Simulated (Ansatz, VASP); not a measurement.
## Two plane-wave programs on GaGe2O4

```xyz
7
Lattice="-1.8250 1.8250 5.9521 1.8250 -1.8250 5.9521 1.8250 1.8250 -5.9521" Properties=species:S:1:pos:R:3 pbc="T T T"
Ga    0.0000    0.0000    0.0000
Ge    0.0000    0.0000    4.2113
Ge    0.0000    0.0000    7.6928
O     0.0000    1.8250    0.0000
O     1.8250    0.0000    0.0000
O     0.0000    0.0000    1.8250
O     0.0000    0.0000   10.0791
```

Alike in both runs: task single point; functional PBE; k mesh 8 × 8 × 8; occupations gaussian, width 0.1 eV; no spin polarisation.

```csv
,VASP,Ansatz
version,VASP 6.6.1,Ansatz 0.2.0
potentials or method,"VASP PAW PBE potentials, release 64 (Ga_d, Ge_d, O), cutoff 520 eV","scalar-relativistic, plane waves, PAW"
valence electrons in the cell,65,65
```

```csv
,VASP,Ansatz,Ansatz less VASP
gap on the k mesh at the Fermi level (eV),none,none,-
pressure (GPa),16.0,15.6,-0.36
"traceless stress, the component that is largest in VASP (GPa)",-0.09,-0.16,-0.069
rms of the force components (eV/Å),1.408,1.393,-0.0150
```

Atom by atom the forces differ by 0.017 eV/Å (rms over components). A gap of «none» marks a metal or a gap that the smearing closes.
